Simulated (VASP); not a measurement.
# W (Im-3m) in VASP: further runs, part 2 of 2

VASP 6.6.1. The steps go on from the part before.

## (3) Single point, PBEsol

This run uses another cell than the first one, of 15.69 Å³/atom.

INCAR

```
SYSTEM = W
ALGO = Normal ; EDIFF = 1E-6
ENCUT = 520 ; GGA = PS
ISIF = 2 ; ISMEAR = 1
LASPH = .TRUE. ; LCHARG = .FALSE.
LREAL = .FALSE. ; LWAVE = .FALSE.
NBANDS = 13 ; NELM = 100
PREC = Accurate ; SIGMA = 0.1
```

KPOINTS

```
k-points
0
G
  24 24 24
  0 0 0
```

POSCAR

```
W
1.0
   -1.5771316946      1.5771316946      1.5771316946
    1.5771316946     -1.5771316946      1.5771316946
    1.5771316946      1.5771316946     -1.5771316946
W
1
Direct
    0.0000000000      0.0000000000      0.0000000000
```

Potentials or basis: VASP PAW PBE potentials, release 64 (W_sv).

Launch:

```bash
$ cat potpaw_PBE.64/W_sv/POTCAR > POTCAR
$ mpirun -np 1 vasp_std > vasp.out
```

OUTCAR:

```text
SYSTEM = W
   EDIFF = 1E-6
   ENCUT = 520
   GGA = PS
   ISIF = 2
   ISMEAR = 1
   LASPH = .TRUE.
   LREAL = .FALSE.
   NELM = 100
   PREC = Accurate

 ion  position               nearest neighbor table
   1  0.000  0.000  0.000-

  LATTYP: Found a body centered cubic cell.
 ALAT       =     3.1542633892

  Lattice vectors:

 A1 = (  -1.5771316946,   1.5771316946,   1.5771316946)
 A2 = (   1.5771316946,  -1.5771316946,   1.5771316946)
 A3 = (   1.5771316946,   1.5771316946,  -1.5771316946)

Analysis of symmetry for initial positions (statically):
=====================================================================
 Subroutine PRICEL returns:
 Original cell was already a primitive cell.

 Routine SETGRP: Setting up the symmetry group for a
 body centered cubic supercell.

 Subroutine GETGRP returns: Found 48 space group operations
 (whereof 48 operations were pure point group operations)
 out of a pool of 48 trial point group operations.

The static configuration has the point symmetry O_h .

Analysis of symmetry for dynamics (positions and initial velocities):
=====================================================================
 Subroutine PRICEL returns:
 Original cell was already a primitive cell.

 Routine SETGRP: Setting up the symmetry group for a
 body centered cubic supercell.

 Subroutine GETGRP returns: Found 48 space group operations
 (whereof 48 operations were pure point group operations)
 out of a pool of 48 trial point group operations.

The dynamic configuration has the point symmetry O_h .

 Subroutine INISYM returns: Found 48 space group operations
 (whereof 48 operations are pure point group operations),
 and found     1 'primitive' translations

----------------------------------------------------------------------------------------

                                     Primitive cell

  volume of cell :      15.6915

  direct lattice vectors                    reciprocal lattice vectors
    -1.577131695  1.577131695  1.577131695     0.000000000  0.317031229  0.317031229
     1.577131695 -1.577131695  1.577131695     0.317031229  0.000000000  0.317031229
     1.577131695  1.577131695 -1.577131695     0.317031229  0.317031229  0.000000000

  length of vectors
     2.731672225  2.731672225  2.731672225     0.448349864  0.448349864  0.448349864

  position of ions in fractional coordinates (direct lattice)
     0.000000000  0.000000000  0.000000000

  ion indices of the primitive-cell ions
   primitive index   ion index
                 1           1

----------------------------------------------------------------------------------------

 KPOINTS: k-points

Automatic generation of k-mesh.
 Grid dimensions read from file:
 generate k-points for:   24   24   24

 Generating k-lattice:

  Cartesian coordinates                     Fractional coordinates (reciprocal lattice)
     0.000000000  0.013209635  0.013209635     0.041666667  0.000000000  0.000000000
     0.013209635  0.000000000  0.013209635     0.000000000  0.041666667  0.000000000
     0.013209635  0.013209635  0.000000000     0.000000000  0.000000000  0.041666667

  Length of vectors
     0.018681244  0.018681244  0.018681244

  Shift w.r.t. Gamma in fractional coordinates (k-lattice)
     0.000000000  0.000000000  0.000000000

 Subroutine IBZKPT returns following result:
 ===========================================

 Found    413 irreducible k-points:

 Following reciprocal coordinates:
            Coordinates               Weight
  0.000000  0.000000  0.000000      1.000000
  0.041667  0.000000  0.000000     12.000000
  0.083333  0.000000  0.000000     12.000000
  0.125000  0.000000  0.000000     12.000000
  0.166667  0.000000  0.000000     12.000000
  0.208333  0.000000  0.000000     12.000000
[... 16 lines left out ...]
  0.416667  0.041667  0.000000     48.000000
  0.458333  0.041667  0.000000     48.000000
 [... further k-points ...]
   k-points           NKPTS =    413   k-points in BZ     NKDIM =    413   number of bands    NBANDS=     13
   number of dos      NEDOS =    301   number of ions     NIONS =      1
   total plane-waves  NPLWV =   8000
   dimension x,y,z NGX =    20 NGY =   20 NGZ =   20
   dimension x,y,z NGXF=    40 NGYF=   40 NGZF=   40
   ions per type =               1
   NGX,Y,Z   is equivalent  to a cutoff of  12.17, 12.17, 12.17 a.u.
   NGXF,Y,Z  is equivalent  to a cutoff of  24.34, 24.34, 24.34 a.u.
 SYSTEM =  W
   PREC   = accura    normal or accurate (medium, high low for compatibility)
   ISTART =      0    job   : 0-new  1-cont  2-samecut
   ICHARG =      2    charge: 1-file 2-atom 10-const
   ISPIN  =      1    spin polarized calculation?
   LNONCOLLINEAR =      F non collinear calculations
   LSORBIT =      F    spin-orbit coupling
   LASPH  =      T    aspherical Exc in radial PAW
   ENCUT  =  520.0 eV  38.22 Ry    6.18 a.u.   5.08  5.08  5.08*2*pi/ulx,y,z
   NELM   =    100;   NELMIN=  2; NELMDL= -5     # of ELM steps
   EDIFF  = 0.1E-05   stopping-criterion for ELM
   LREAL  =      F    real-space projection
   EDIFFG = 0.1E-04   stopping-criterion for IOM
   NSW    =      0    number of steps for IOM
   IBRION =     -1    ionic relax: 0-MD 1-quasi-New 2-CG
   NFREE  =      0    steps in history (QN), initial steepest desc. (CG)
   ISIF   =      2    stress and relaxation
   ISYM   =      2    0-nonsym 1-usesym 2-fastsym
   POTIM  = 0.5000    time-step for ionic-motion
   TEBEG  =    0.0;   TEEND  =   0.0 temperature during run
   PSTRESS=    0.0 pullay stress
   NELECT =      14.0000    total number of electrons
   NUPDOWN=      -1.0000    fix difference up-down
   EMIN   =  10.00;   EMAX   =-10.00  energy-range for DOS
   EFERMI =   0.00;   METHOD = LEGACY
   ISMEAR =     1;   SIGMA  =   0.10  broadening in eV -4-tet -1-fermi 0-gaus
   EFERMI_NEDOS =   21; number of points for ismear=-14 and -15
   IALGO  =     38    algorithm
   IMIX   =      4    mixing-type and parameters
     AMIX     =   0.40;   BMIX     =  1.00
     AMIX_MAG =   1.60;   BMIX_MAG =  1.00
  volume/ion in A,a.u.               =      15.69       105.89
  Fermi-wavevector in a.u.,A,eV,Ry     =   1.576024  2.978254 33.794863  2.483852
  Thomas-Fermi vector in A             =   2.676920
   LORBIT       =      0    0 simple, 1 ext, 2 COOP (PROOUT), +10 PAW based schemes
   GGA     = PS    functional components
   LHFCALC =     F    Hartree Fock is set to
   AEXX    =    0.0000 exact exchange contribution
   IVDW    =     0    specifies the selected vdW correction
   LEPSILON=     F    determine dielectric tensor
   LRPA    =     F    only Hartree local field effects (RPA)
 non-spin polarized calculation
 Methfessel and Paxton  Order N= 1 SIGMA  =   0.10
  energy-cutoff  :      520.00
  volume of cell :       15.69
 maximum number of plane-waves:       438
   NGX = 11   NGY = 11   NGZ = 11

 number of electron      14.0000005 magnetization

 Free energy of the ion-electron system (eV)
  ---------------------------------------------------
  ext. energy  EPLUGINS =         0.00000000
  ---------------------------------------------------
  free energy    TOTEN  =       -13.80638719 eV

  energy without entropy =      -13.80627963  energy(sigma->0) =      -13.80635134

 E-fermi :  11.4663     XC(G=0): -13.8189

 val. band max:       11.4654209390   @ k =  -0.2917   0.3333   0.1667
 cond. band min:      11.4708776017   @ k =  -0.2500   0.2500   0.1250
 fundamental gap:      0.0054566627
 Fermi energy:        11.4662690848

 k-point     1 :       0.0000    0.0000    0.0000
  band No.  band energies     occupation
      1     -62.7123      2.00000
      2     -26.2546      2.00000
      3     -26.2546      2.00000
      4     -26.2546      2.00000
      5       1.7127      2.00000
      6      10.1691      2.00000
      7      10.1691      2.00000
      8      10.1691      2.00000
      9      13.6815      0.00000
     10      13.6815      0.00000
     11      25.9870      0.00000
     12      25.9870      0.00000
     13      25.9870      0.00000
[... 353 lines left out ...]
 k-point    24 :       0.4583    0.0417    0.0000
  band No.  band energies     occupation
      1     -62.5712      2.00000
      2     -27.5800      2.00000
      3     -26.6940      2.00000
      4     -26.2725      2.00000
      5       5.1310      2.00000
      6       7.8226      2.00000
      7      11.9055     -0.00000
      8      13.5701      0.00000
      9      14.6654      0.00000
     10      17.7105      0.00000
     11      22.6140      0.00000
     12      23.1240      0.00000
     13      28.4088      0.00000

 [... further k-points ...]
[... 5 lines left out ...]
  --------------------------------------------------------------------------------------
  -------------------------------------------------------------------------------------
  Total        0.0611581      0.0611581      0.0611581     -0.0000000     -0.0000000      0.0000000
  in kB        6.2445443      6.2445443      6.2445443     -0.0000000     -0.0000000      0.0000000
  external PRESSURE =       6.2445443 kB  Pullay stress =       0.0000000 kB

 VOLUME and BASIS-vectors are now :
 -----------------------------------------------------------------------------
  energy-cutoff  :      520.00
  volume of cell :       15.69
      direct lattice vectors                 reciprocal lattice vectors
    -1.577131695  1.577131695  1.577131695     0.000000000  0.317031229  0.317031229
     1.577131695 -1.577131695  1.577131695     0.317031229  0.000000000  0.317031229
     1.577131695  1.577131695 -1.577131695     0.317031229  0.317031229  0.000000000

 POSITION                                       TOTAL-FORCE (eV/Angst)
 -----------------------------------------------------------------------------------
      0.00000      0.00000      0.00000         0.000000     -0.000000     -0.000000
 -----------------------------------------------------------------------------------
    total drift:                                0.000000     -0.000000      0.000000

  FREE ENERGIE OF THE ION-ELECTRON SYSTEM (eV)
  ---------------------------------------------------
  free  energy   TOTEN  =       -13.8063871925 eV

  energy  without entropy=      -13.8062796293  energy(sigma->0) =      -13.80635134
```

OSZICAR:

```text
N       E                     dE             d eps       ncg     rms          rms(c)
DAV:   1     0.834058245068E+02    0.83406E+02   -0.75056E+03 10833   0.123E+03
DAV:   2    -0.128908023936E+02   -0.96297E+02   -0.92528E+02 11998   0.316E+02
DAV:   3    -0.144865798128E+02   -0.15958E+01   -0.15914E+01 11768   0.395E+01
DAV:   4    -0.144926645803E+02   -0.60848E-02   -0.60846E-02 11863   0.271E+00
DAV:   5    -0.144927137593E+02   -0.49179E-04   -0.49177E-04 11943   0.229E-01    0.221E+01
DAV:   6    -0.139549033227E+02    0.53781E+00   -0.43068E-01 11193   0.870E+00    0.884E+00
DAV:   7    -0.138117391712E+02    0.14316E+00   -0.21862E-01 11913   0.586E+00    0.594E-01
DAV:   8    -0.138064008745E+02    0.53383E-02   -0.44854E-03 10948   0.885E-01    0.659E-02
DAV:   9    -0.138063881295E+02    0.12745E-04   -0.65777E-05 12496   0.956E-02    0.464E-02
DAV:  10    -0.138063871925E+02    0.93699E-06   -0.77054E-06 11633   0.384E-02
   1 F= -.13806387E+02 E0= -.13806351E+02  d E =-.107563E-03
```

It took 36 s on 1 thread of Intel Xeon Platinum 8259CL at 2.50GHz (Skylake/Cascade Lake), shared host; peak memory 0.19 GiB.

Results:

```
Free energy            : -13.8064 eV
Pressure               : 0.6 GPa
Band gap on the k mesh : zero (bands 7 and 8 overlap by 6.50 eV)
```

Caveat: the PAW data sets were made with another functional, which shifts forces and pressure a little; spin-orbit coupling is left out, which moves the levels of the heavy elements.
